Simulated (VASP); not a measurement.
# Al (Fm-3m) in VASP: settings compared, part 2 of 2

VASP 6.6.1. The steps go on from the part before.

### Step 4. Single point, PBE+D3(BJ)

The input, INCAR:

```
PREC     = Accurate       # precision mode
ENCUT    = 500            # plane-wave cutoff, eV
EDIFF    = 1E-6           # SCF threshold, eV
ISMEAR   = 0              # smearing method
SIGMA    = 0.1            # smearing width, eV
LREAL    = F              # projectors in reciprocal space
LASPH    = T              # aspherical terms in the spheres
NELM     = 120            # most SCF steps
ALGO     = Normal         # electronic algorithm
ISIF     = 2              # what is computed and relaxed
LWAVE    = F              # write WAVECAR
LCHARG   = F              # write CHGCAR
GGA      = PE             # functional
IVDW     = 12             # dispersion correction
NBANDS   = 8              # bands
NELECT   = 2.75         
GGA_COMPAT= F
```

The input, KPOINTS:

```
Automatic mesh
0
Gamma
  10 10 10
```

The input, POSCAR:

```
Al
1.0
    0.0000000000      2.0194648466      2.0194648466
    2.0194648466      0.0000000000      2.0194648466
    2.0194648466      2.0194648466      0.0000000000
Al
1
Direct
    0.0000000000      0.0000000000      0.0000000000
```

Potentials or basis: VASP PAW PBE potentials, release 64 (Al).

Launch:

```console
$ cat potpaw_PBE.64/Al/POTCAR > POTCAR
$ mpirun -np 1 vasp_std > vasp.out
```

OUTCAR:

```text
PREC = Accurate
   ENCUT = 500
   EDIFF = 1E-6
   ISMEAR = 0
   LREAL = F
   LASPH = T
   NELM = 120
   ISIF = 2
   GGA = PE
   IVDW = 12
   NELECT = 2.75
 IVDW          = 12

 ion  position               nearest neighbor table
   1  0.000  0.000  0.000-

  LATTYP: Found a face centered cubic cell.
 ALAT       =     4.0389296932

  Lattice vectors:

 A1 = (   0.0000000000,   2.0194648466,   2.0194648466)
 A2 = (   2.0194648466,   0.0000000000,   2.0194648466)
 A3 = (   2.0194648466,   2.0194648466,   0.0000000000)

Analysis of symmetry for initial positions (statically):
=====================================================================
 Subroutine PRICEL returns:
 Original cell was already a primitive cell.

 Routine SETGRP: Setting up the symmetry group for a
 face centered cubic supercell.

 Subroutine GETGRP returns: Found 48 space group operations
 (whereof 48 operations were pure point group operations)
 out of a pool of 48 trial point group operations.

The static configuration has the point symmetry O_h .

Analysis of symmetry for dynamics (positions and initial velocities):
=====================================================================
 Subroutine PRICEL returns:
 Original cell was already a primitive cell.

 Routine SETGRP: Setting up the symmetry group for a
 face centered cubic supercell.

 Subroutine GETGRP returns: Found 48 space group operations
 (whereof 48 operations were pure point group operations)
 out of a pool of 48 trial point group operations.

The dynamic configuration has the point symmetry O_h .

 Subroutine INISYM returns: Found 48 space group operations
 (whereof 48 operations are pure point group operations),
 and found     1 'primitive' translations

----------------------------------------------------------------------------------------

                                     Primitive cell

  volume of cell :      16.4717

  direct lattice vectors                    reciprocal lattice vectors
     0.000000000  2.019464847  2.019464847    -0.247590346  0.247590346  0.247590346
     2.019464847  0.000000000  2.019464847     0.247590346 -0.247590346  0.247590346
     2.019464847  2.019464847  0.000000000     0.247590346  0.247590346 -0.247590346

  length of vectors
     2.855954575  2.855954575  2.855954575     0.428839059  0.428839059  0.428839059

  position of ions in fractional coordinates (direct lattice)
     0.000000000  0.000000000  0.000000000

  ion indices of the primitive-cell ions
   primitive index   ion index
                 1           1

----------------------------------------------------------------------------------------

 KPOINTS: Automatic mesh

Automatic generation of k-mesh.
 Grid dimensions read from file:
 generate k-points for:   10   10   10

 Generating k-lattice:

  Cartesian coordinates                     Fractional coordinates (reciprocal lattice)
    -0.024759035  0.024759035  0.024759035     0.100000000  0.000000000  0.000000000
     0.024759035 -0.024759035  0.024759035     0.000000000  0.100000000  0.000000000
     0.024759035  0.024759035 -0.024759035     0.000000000  0.000000000  0.100000000

  Length of vectors
     0.042883906  0.042883906  0.042883906

  Shift w.r.t. Gamma in fractional coordinates (k-lattice)
     0.000000000  0.000000000  0.000000000

 Subroutine IBZKPT returns following result:
 ===========================================

 Found     47 irreducible k-points:

 Following reciprocal coordinates:
            Coordinates               Weight
  0.000000  0.000000  0.000000      1.000000
  0.100000  0.000000  0.000000      8.000000
  0.200000  0.000000  0.000000      8.000000
  0.300000  0.000000  0.000000      8.000000
  0.400000  0.000000  0.000000      8.000000
  0.500000  0.000000  0.000000      4.000000
[... 16 lines left out ...]
  0.300000  0.300000  0.000000      6.000000
  0.400000  0.300000  0.000000     24.000000
 [... further k-points ...]
   k-points           NKPTS =     47   k-points in BZ     NKDIM =     47   number of bands    NBANDS=      8
   number of dos      NEDOS =    301   number of ions     NIONS =      1
   total plane-waves  NPLWV =  13824
   dimension x,y,z NGX =    24 NGY =   24 NGZ =   24
   dimension x,y,z NGXF=    48 NGYF=   48 NGZF=   48
   ions per type =               1
   NGX,Y,Z   is equivalent  to a cutoff of  13.97, 13.97, 13.97 a.u.
   NGXF,Y,Z  is equivalent  to a cutoff of  27.94, 27.94, 27.94 a.u.
 SYSTEM =  unknown system
   PREC   = accura    normal or accurate (medium, high low for compatibility)
   ISTART =      0    job   : 0-new  1-cont  2-samecut
   ICHARG =      2    charge: 1-file 2-atom 10-const
   ISPIN  =      1    spin polarized calculation?
   LNONCOLLINEAR =      F non collinear calculations
   LSORBIT =      F    spin-orbit coupling
   LASPH  =      T    aspherical Exc in radial PAW
   ENCUT  =  500.0 eV  36.75 Ry    6.06 a.u.   5.21  5.21  5.21*2*pi/ulx,y,z
   NELM   =    120;   NELMIN=  2; NELMDL= -5     # of ELM steps
   EDIFF  = 0.1E-05   stopping-criterion for ELM
   LREAL  =      F    real-space projection
   EDIFFG = 0.1E-04   stopping-criterion for IOM
   NSW    =      0    number of steps for IOM
   IBRION =     -1    ionic relax: 0-MD 1-quasi-New 2-CG
   NFREE  =      0    steps in history (QN), initial steepest desc. (CG)
   ISIF   =      2    stress and relaxation
   ISYM   =      2    0-nonsym 1-usesym 2-fastsym
   POTIM  = 0.5000    time-step for ionic-motion
   TEBEG  =    0.0;   TEEND  =   0.0 temperature during run
   PSTRESS=    0.0 pullay stress
   NELECT =       2.7500    total number of electrons
   NUPDOWN=      -1.0000    fix difference up-down
   EMIN   =  10.00;   EMAX   =-10.00  energy-range for DOS
   EFERMI =   0.00;   METHOD = LEGACY
   ISMEAR =     0;   SIGMA  =   0.10  broadening in eV -4-tet -1-fermi 0-gaus
   EFERMI_NEDOS =   21; number of points for ismear=-14 and -15
   IALGO  =     38    algorithm
   IMIX   =      4    mixing-type and parameters
     AMIX     =   0.40;   BMIX     =  1.00
     AMIX_MAG =   1.60;   BMIX_MAG =  1.00
  volume/ion in A,a.u.               =      16.47       111.16
  Fermi-wavevector in a.u.,A,eV,Ry     =   0.901445  1.703485 11.056146  0.812604
  Thomas-Fermi vector in A             =   2.024527
   LORBIT       =      0    0 simple, 1 ext, 2 COOP (PROOUT), +10 PAW based schemes
   GGA     = PE    functional components
   LHFCALC =     F    Hartree Fock is set to
   AEXX    =    0.0000 exact exchange contribution
   IVDW    =    12    specifies the selected vdW correction
   LEPSILON=     F    determine dielectric tensor
   LRPA    =     F    only Hartree local field effects (RPA)
 non-spin polarized calculation
 Gauss-broadening in eV      SIGMA  =   0.10
  energy-cutoff  :      500.00
  volume of cell :       16.47
 maximum number of plane-waves:       444
 NGX is ok and might be reduce to    24
   NGX = 11   NGY = 11   NGZ = 11

 number of electron       2.7500000 magnetization

 Free energy of the ion-electron system (eV)
  ---------------------------------------------------
  ext. energy  EPLUGINS =         0.00000000
  ---------------------------------------------------
  free energy    TOTEN  =        -5.72865388 eV

  energy without entropy =       -5.72865301  energy(sigma->0) =       -5.72865345

 E-fermi :   7.5792     XC(G=0):  -9.9698

 val. band max:        7.3041913203   @ k =  -0.4000   0.4000   0.0000
 cond. band min:       7.8628015482   @ k =   0.4000   0.1000   0.0000
 fundamental gap:      0.5586102279
 Fermi energy:         7.5791825745

 k-point     1 :       0.0000    0.0000    0.0000
  band No.  band energies     occupation
      1      -2.9001      2.00000
      2      20.8770      0.00000
      3      20.8770      0.00000
      4      20.8770      0.00000
      5      22.3596      0.00000
      6      22.3596      0.00000
      7      22.3596      0.00000
      8      24.7200      0.00000
[... 243 lines left out ...]
 k-point    24 :       0.4000    0.3000    0.0000
  band No.  band energies     occupation
      1       1.6493      2.00000
      2      11.6918      0.00000
      3      12.1317      0.00000
      4      14.6898      0.00000
      5      15.9963      0.00000
      6      19.5834      0.00000
      7      29.8794      0.00000
      8      32.1121      0.00000

 [... further k-points ...]

------------------------ aborting loop because EDIFF is reached ----------------------------------------

 Edisp (eV)   -0.33693

 E8    (eV) :    -0.1507

  FORCE on cell =-STRESS in cart. coord.  units (eV):
  Direction    XX          YY          ZZ          XY          YZ          ZX
  --------------------------------------------------------------------------------------
  -------------------------------------------------------------------------------------
  Total      -2.90081    -2.90081    -2.90081     0.00000     0.00000    -0.00000
  in kB    -282.15679  -282.15679  -282.15679     0.00000     0.00000    -0.00000
  external pressure =     -282.16 kB  Pullay stress =        0.00 kB

 VOLUME and BASIS-vectors are now :
 -----------------------------------------------------------------------------
  energy-cutoff  :      500.00
  volume of cell :       16.47
      direct lattice vectors                 reciprocal lattice vectors
     0.000000000  2.019464847  2.019464847    -0.247590346  0.247590346  0.247590346
     2.019464847  0.000000000  2.019464847     0.247590346 -0.247590346  0.247590346
     2.019464847  2.019464847  0.000000000     0.247590346  0.247590346 -0.247590346

 POSITION                                       TOTAL-FORCE (eV/Angst)
 -----------------------------------------------------------------------------------
      0.00000      0.00000      0.00000         0.000000      0.000000     -0.000000
 -----------------------------------------------------------------------------------
    total drift:                                0.000000     -0.000000     -0.000000

  FREE ENERGIE OF THE ION-ELECTRON SYSTEM (eV)
  ---------------------------------------------------
  free  energy   TOTEN  =        -6.0655790192 eV

  energy  without entropy=       -6.0655781505  energy(sigma->0) =       -6.06557858
```

Run time: 12 s. Hardware: 1 thread of AMD EPYC 7R13, shared host; peak memory 0.11 GiB.

What came out:

| Item | Value |
| --- | --- |
| Free energy | -6.0656 eV |
| Dispersion energy per atom | -0.337 eV |

Levels at points of the mesh, in eV from the Fermi level:
| k point | band 1 | band 2 | band 3 | band 4 | band 5 |
| --- | --- | --- | --- | --- | --- |
| (0.00, 0.00, 0.00) | -10.48 | 13.30 | 13.30 | 13.30 | 14.78 |
| (0.50, 0.00, 0.00) | -3.93 | -3.72 | 12.07 | 12.07 | 12.15 |
| (0.50, 0.50, 0.00) | -2.27 | -0.93 | 5.93 | 6.26 | 6.26 |

Caveat: the cell carries a net charge on a neutralising background, which shifts energy and pressure; the cell is charged against a uniform background, so pressure and absolute levels hang on convention; pairwise dispersion overbinds metals, which lowers pressure and volume.
